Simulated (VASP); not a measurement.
MgTl, 2 atoms in the cell. Symmetry: Cmmm, No. 65, orthorhombic system. Conventional cell: a = 4.755 Å, b = 5.526 Å, c = 3.635 Å, α = 90.00°, β = 90.00°, γ = 90.00°. Mg (site symmetry mmm) has 8 Tl at 2.99 to 3.31 Å and 6 Mg at 3.63 to 3.65 Å within 3.9 Å. Within 3.9 Å of Tl (site symmetry mmm) lie 8 Mg at 2.99 to 3.31 Å and 6 Tl at 3.63 to 3.65 Å.  This cell differs from its parent crystal: strain -0.1500 x Voigt [0, 0, 0, 1, 0, 0].

```yaml
Program: VASP 6.6.1
Task: single point
Functional: PBEsol
Potentials_or_basis: VASP PAW PBE potentials, release 64 (Mg, Tl_d)
Cutoff: 520 eV
k_mesh: 14 × 14 × 14
Occupations: gaussian, width 0.15 eV
Spin: no spin polarisation
Dipole_correction: no
Further_INCAR_settings: ALGO = Fast; EDIFF = 1e-07; NBANDS = 14
```

Potentials or basis: VASP PAW PBE potentials, release 64 (Mg, Tl_d).

The run is started by

```console
$ cat potpaw_PBE.64/Mg/POTCAR potpaw_PBE.64/Tl_d/POTCAR > POTCAR
$ mpirun -np 1 vasp_std > vasp.out
```

Hardware: 1 thread of Oxide Virtual Turin-like Processor (shared host).

**Question.** How long does it take, and how much memory?

**Answer.** Run time: 7.1 min on 1 thread of Oxide Virtual Turin-like Processor, with other jobs on the host, peak memory 0.4 GiB. Counts: scf iterations 14, k points 456.
